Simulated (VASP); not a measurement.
# Cs3Pb2S3 (P6/mmm) in VASP: single point with PBE

Aim: the single point of Cs3Pb2S3 with PBE.

Program: VASP 6.6.1. These are calculated values, not measurements. Logs are shortened: lines on timing, memory, paths and dates and some standing lists are left out, and cuts for length are marked.

### Step 1. The cell of the first run

The structure is hexagonal, space group P6/mmm (No. 191). The conventional cell has a = 7.070 Å, b = 7.070 Å, c = 6.582 Å, α = 90.00°, β = 90.00°, γ = 120.00°. Cs (site symmetry 6/mmm) has 6 Cs at 4.08 Å and 12 S at 4.83 Å and 12 Pb at 5.24 Å within 5.4 Å. Within 4.3 Å of Cs (site symmetry -6m2) lie 2 Pb at 3.29 Å and 6 S at 3.87 Å and 6 Cs at 4.08 Å. Pb (site symmetry -6m2) has 3 S at 2.04 Å within 2.7 Å. S (site symmetry mmm) has 2 Pb at 2.04 Å within 2.7 Å.

### Step 2. Single point, PBE

INCAR reads:

```
SYSTEM = Cs3Pb2S3
ALGO = Normal ; EDIFF = 1E-6
ENCUT = 520 ; GGA = PE
ISIF = 2 ; ISMEAR = 0
LASPH = .TRUE. ; LCHARG = .TRUE.
LELF = .TRUE. ; LREAL = .FALSE.
LVHAR = .TRUE. ; LWAVE = .FALSE.
NBANDS = 46 ; NELM = 60
PREC = Accurate ; SIGMA = 0.1
```

KPOINTS reads:

```
k-points
0
G
  3 3 4
  0 0 0
```

POSCAR reads:

```
Cs3Pb2S3
1.0
    7.0702525300      0.0000000000      0.0000000000
   -3.5351262700      6.1230183100      0.0000000000
    0.0000000000      0.0000000000      6.5821454700
Cs Pb S
3 2 3
Direct
    0.0000000000      0.0000000000      0.0000000000
    0.3333333300      0.6666666700      0.0000000000
    0.6666666700      0.3333333300      0.0000000000
    0.3333333300      0.6666666700      0.5000000000
    0.6666666700      0.3333333300      0.5000000000
    0.5000000000      0.0000000000      0.5000000000
    0.0000000000      0.5000000000      0.5000000000
    0.5000000000      0.5000000000      0.5000000000
```

Potentials or basis: VASP PAW PBE potentials, release 64 (Cs_sv, Pb_d, S).

Launch:

```bash
> cat potpaw_PBE.64/Cs_sv/POTCAR potpaw_PBE.64/Pb_d/POTCAR potpaw_PBE.64/S/POTCAR > POTCAR
> mpirun -np 1 vasp_std > vasp.out
```

OUTCAR:

```text
SYSTEM = Cs3Pb2S3
   EDIFF = 1E-6
   ENCUT = 520
   GGA = PE
   ISIF = 2
   ISMEAR = 0
   LASPH = .TRUE.
   LREAL = .FALSE.
   NELM = 60
   PREC = Accurate

 ion  position               nearest neighbor table
   1  0.000  0.000  0.000-
   2  0.333  0.667  0.000-   4 3.29   4 3.29
   3  0.667  0.333  0.000-   5 3.29   5 3.29
   4  0.333  0.667  0.500-   7 2.04   6 2.04   8 2.04   2 3.29   2 3.29   5 4.08   5 4.08   5 4.08

   5  0.667  0.333  0.500-   7 2.04   6 2.04   8 2.04   3 3.29   3 3.29   4 4.08   4 4.08   4 4.08

   6  0.500  0.000  0.500-   4 2.04   5 2.04
   7  0.000  0.500  0.500-   4 2.04   5 2.04
   8  0.500  0.500  0.500-   4 2.04   5 2.04

  LATTYP: Found a hexagonal cell.
 ALAT       =     7.0702525300
 C/A-ratio  =     0.9309632778

  Lattice vectors:

 A1 = (   7.0702525300,   0.0000000000,   0.0000000000)
 A2 = (  -3.5351262700,   6.1230183100,   0.0000000000)
 A3 = (   0.0000000000,   0.0000000000,   6.5821454700)

Analysis of symmetry for initial positions (statically):
=====================================================================
 Subroutine PRICEL returns:
 Original cell was already a primitive cell.

 Routine SETGRP: Setting up the symmetry group for a
 hexagonal supercell.

 Subroutine GETGRP returns: Found 24 space group operations
 (whereof 24 operations were pure point group operations)
 out of a pool of 24 trial point group operations.

The static configuration has the point symmetry D_6h.

Analysis of symmetry for dynamics (positions and initial velocities):
=====================================================================
 Subroutine PRICEL returns:
 Original cell was already a primitive cell.

 Routine SETGRP: Setting up the symmetry group for a
 hexagonal supercell.

 Subroutine GETGRP returns: Found 24 space group operations
 (whereof 24 operations were pure point group operations)
 out of a pool of 24 trial point group operations.

The dynamic configuration has the point symmetry D_6h.

 Subroutine INISYM returns: Found 24 space group operations
 (whereof 24 operations are pure point group operations),
 and found     1 'primitive' translations

----------------------------------------------------------------------------------------

                                     Primitive cell

  volume of cell :     284.9495

  direct lattice vectors                    reciprocal lattice vectors
     7.070252530  0.000000000  0.000000000     0.141437664  0.081659073  0.000000000
    -3.535126270  6.123018310  0.000000000     0.000000000  0.163318146  0.000000000
     0.000000000  0.000000000  6.582145470     0.000000000  0.000000000  0.151926147

  length of vectors
     7.070252530  7.070252539  6.582145470     0.163318146  0.163318146  0.151926147

  position of ions in fractional coordinates (direct lattice)
     0.000000000  0.000000000  0.000000000
     0.333333330  0.666666670  0.000000000
     0.666666670  0.333333330  0.000000000
     0.333333330  0.666666670  0.500000000
     0.666666670  0.333333330  0.500000000
     0.500000000  0.000000000  0.500000000
     1.000000000  0.500000000  0.500000000
     0.500000000  0.500000000  0.500000000

  ion indices of the primitive-cell ions
   primitive index   ion index
                 1           1
                 2           2
                 3           3
                 4           4
                 5           5
                 6           6
                 7           7
                 8           8

----------------------------------------------------------------------------------------

 KPOINTS: k-points

Automatic generation of k-mesh.
 Grid dimensions read from file:
 generate k-points for:    3    3    4

 Generating k-lattice:

  Cartesian coordinates                     Fractional coordinates (reciprocal lattice)
     0.047145888  0.027219691  0.000000000     0.333333333  0.000000000  0.000000000
     0.000000000  0.054439382  0.000000000     0.000000000  0.333333333  0.000000000
     0.000000000  0.000000000  0.037981537     0.000000000  0.000000000  0.250000000

  Length of vectors
     0.054439382  0.054439382  0.037981537

  Shift w.r.t. Gamma in fractional coordinates (k-lattice)
     0.000000000  0.000000000  0.000000000

 Subroutine IBZKPT returns following result:
 ===========================================

 Found      9 irreducible k-points:

 Following reciprocal coordinates:
            Coordinates               Weight
  0.000000  0.000000  0.000000      1.000000
  0.333333 -0.000000  0.000000      6.000000
  0.333333  0.333333  0.000000      2.000000
  0.000000  0.000000  0.250000      2.000000
  0.333333 -0.000000  0.250000     12.000000
  0.333333  0.333333  0.250000      4.000000
  0.000000  0.000000  0.500000      1.000000
  0.333333 -0.000000  0.500000      6.000000
  0.333333  0.333333  0.500000      2.000000
   k-points           NKPTS =      9   k-points in BZ     NKDIM =      9   number of bands    NBANDS=     46
   number of dos      NEDOS =    301   number of ions     NIONS =      8
   total plane-waves  NPLWV = 145800
   dimension x,y,z NGX =    54 NGY =   54 NGZ =   50
   dimension x,y,z NGXF=   108 NGYF=  108 NGZF=  100
   ions per type =               3   2   3
   NGX,Y,Z   is equivalent  to a cutoff of  12.70, 12.70, 12.63 a.u.
   NGXF,Y,Z  is equivalent  to a cutoff of  25.39, 25.39, 25.26 a.u.
 SYSTEM =  Cs3Pb2S3
   PREC   = accura    normal or accurate (medium, high low for compatibility)
   ISTART =      0    job   : 0-new  1-cont  2-samecut
   ICHARG =      2    charge: 1-file 2-atom 10-const
   ISPIN  =      1    spin polarized calculation?
   LNONCOLLINEAR =      F non collinear calculations
   LSORBIT =      F    spin-orbit coupling
   LASPH  =      T    aspherical Exc in radial PAW
   ENCUT  =  520.0 eV  38.22 Ry    6.18 a.u.  13.15 13.15 12.24*2*pi/ulx,y,z
   NELM   =     60;   NELMIN=  2; NELMDL= -5     # of ELM steps
   EDIFF  = 0.1E-05   stopping-criterion for ELM
   LREAL  =      F    real-space projection
   EDIFFG = 0.1E-04   stopping-criterion for IOM
   NSW    =      0    number of steps for IOM
   IBRION =     -1    ionic relax: 0-MD 1-quasi-New 2-CG
   NFREE  =      0    steps in history (QN), initial steepest desc. (CG)
   ISIF   =      2    stress and relaxation
   ISYM   =      2    0-nonsym 1-usesym 2-fastsym
   POTIM  = 0.5000    time-step for ionic-motion
   TEBEG  =    0.0;   TEEND  =   0.0 temperature during run
   PSTRESS=    0.0 pullay stress
   NELECT =      73.0000    total number of electrons
   NUPDOWN=      -1.0000    fix difference up-down
   EMIN   =  10.00;   EMAX   =-10.00  energy-range for DOS
   EFERMI =   0.00;   METHOD = LEGACY
   ISMEAR =     0;   SIGMA  =   0.10  broadening in eV -4-tet -1-fermi 0-gaus
   EFERMI_NEDOS =   21; number of points for ismear=-14 and -15
   IALGO  =     38    algorithm
   IMIX   =      4    mixing-type and parameters
     AMIX     =   0.40;   BMIX     =  1.00
     AMIX_MAG =   1.60;   BMIX_MAG =  1.00
  volume/ion in A,a.u.               =      35.62       240.37
  Fermi-wavevector in a.u.,A,eV,Ry     =   1.039744  1.964831 14.708820  1.081068
  Thomas-Fermi vector in A             =   2.174288
   LORBIT       =      0    0 simple, 1 ext, 2 COOP (PROOUT), +10 PAW based schemes
   GGA     = PE    functional components
   LHFCALC =     F    Hartree Fock is set to
   AEXX    =    0.0000 exact exchange contribution
   IVDW    =     0    specifies the selected vdW correction
   LEPSILON=     F    determine dielectric tensor
   LRPA    =     F    only Hartree local field effects (RPA)
 non-spin polarized calculation
 Gauss-broadening in eV      SIGMA  =   0.10
  energy-cutoff  :      520.00
  volume of cell :      284.95
 maximum number of plane-waves:      7764
 NGX is ok and might be reduce to    54
   NGX = 27   NGY = 27   NGZ = 25

 number of electron      73.0000000 magnetization

 Free energy of the ion-electron system (eV)
  ---------------------------------------------------
  ext. energy  EPLUGINS =         0.00000000
  ---------------------------------------------------
  free energy    TOTEN  =        -5.57403222 eV

  energy without entropy =       -5.53686766  energy(sigma->0) =       -5.55544994

 E-fermi :   5.1285     XC(G=0):  -8.1747

 val. band max:        5.0925314151   @ k =   0.3333  -0.0000   0.5000
 cond. band min:       5.1732605380   @ k =   0.3333   0.3333   0.2500
 fundamental gap:      0.0807291229
 Fermi energy:         5.1285216992

 k-point     1 :       0.0000    0.0000    0.0000
  band No.  band energies     occupation
      1     -19.2982      2.00000
      2     -18.8725      2.00000
      3     -18.7687      2.00000
      4     -15.5417      2.00000
      5     -15.5417      2.00000
      6     -15.3406      2.00000
[... 38 lines left out ...]
     45       7.3250      0.00000
     46       7.3250      0.00000

 k-point     2 :       0.3333   -0.0000    0.0000
  band No.  band energies     occupation
      1     -19.2874      2.00000
      2     -18.8600      2.00000
      3     -18.7945      2.00000
      4     -15.5553      2.00000
      5     -15.5289      2.00000
      6     -15.4162      2.00000
[... 38 lines left out ...]
     45       7.1906      0.00000
     46       7.2857      0.00000

 k-point     3 :       0.3333    0.3333    0.0000
  band No.  band energies     occupation
      1     -19.2823      2.00000
      2     -18.8305      2.00000
      3     -18.8305      2.00000
      4     -15.5686      2.00000
      5     -15.4818      2.00000
      6     -15.4818      2.00000
[... 283 lines left out ...]
     45       6.9523      0.00000
     46       7.5683      0.00000

 k-point     9 :       0.3333    0.3333    0.5000
  band No.  band energies     occupation
      1     -19.2822      2.00000
      2     -18.8210      2.00000
      3     -18.8210      2.00000
      4     -15.5685      2.00000
      5     -15.4817      2.00000
      6     -15.4817      2.00000
[... 38 lines left out ...]
     45       7.5838      0.00000
     46       7.7186      0.00000

------------------------ aborting loop because EDIFF is reached ----------------------------------------

  FORCE on cell =-STRESS in cart. coord.  units (eV):
  Direction    XX          YY          ZZ          XY          YZ          ZX
  --------------------------------------------------------------------------------------
  -------------------------------------------------------------------------------------
  Total       83.9408567     83.9408570     12.2671653     -0.0000001     -0.0000000      0.0000000
  in kB      471.9717663    471.9717676     68.9742265     -0.0000004     -0.0000000      0.0000000
  external PRESSURE =     337.6392535 kB  Pullay stress =       0.0000000 kB

 VOLUME and BASIS-vectors are now :
 -----------------------------------------------------------------------------
  energy-cutoff  :      520.00
  volume of cell :      284.95
      direct lattice vectors                 reciprocal lattice vectors
     7.070252530  0.000000000  0.000000000     0.141437664  0.081659073  0.000000000
    -3.535126270  6.123018310  0.000000000     0.000000000  0.163318146  0.000000000
     0.000000000  0.000000000  6.582145470     0.000000000  0.000000000  0.151926147

 POSITION                                       TOTAL-FORCE (eV/Angst)
 -----------------------------------------------------------------------------------
      0.00000      0.00000      0.00000         0.000000     -0.000000      0.000000
     -0.00000      4.08201      0.00000         0.000000     -0.000000      0.000000
      3.53513      2.04101      0.00000        -0.000000      0.000000     -0.000000
     -0.00000      4.08201      3.29107        -0.000000     -0.000000      0.000000
      3.53513      2.04101      3.29107         0.000000     -0.000000     -0.000000
      3.53513      0.00000      3.29107         0.000000     -0.000000      0.000000
     -1.76756      3.06151      3.29107         0.000000     -0.000000      0.000000
      1.76756      3.06151      3.29107         0.000000     -0.000000      0.000000
 -----------------------------------------------------------------------------------
    total drift:                                0.000000      0.000000      0.000000

  FREE ENERGIE OF THE ION-ELECTRON SYSTEM (eV)
  ---------------------------------------------------
  free  energy   TOTEN  =        -5.5740322214 eV

  energy  without entropy=       -5.5368676577  energy(sigma->0) =       -5.55544994
```

Run time: 2.4 min. Hardware: 1 thread of Intel Xeon 6975P-C (Granite Rapids), shared host; peak memory 0.42 GiB.

What came out:

- Free energy: -5.5740 eV
- Pressure: 33.8 GPa

Levels at points of the mesh, in eV from the Fermi level:
```
           k point  band 34  band 35  band 36  band 37  band 38  band 39  band 40  band 41
(0.00, 0.00, 0.00)    -3.27    -3.27    -1.26    -0.96     0.86     1.01     1.01     1.96
(0.00, 0.00, 0.50)    -3.28    -3.28    -2.61    -0.74     1.11     1.26     1.26     1.65
```

Caveat: spin-orbit coupling is left out, which moves the levels of the heavy elements.
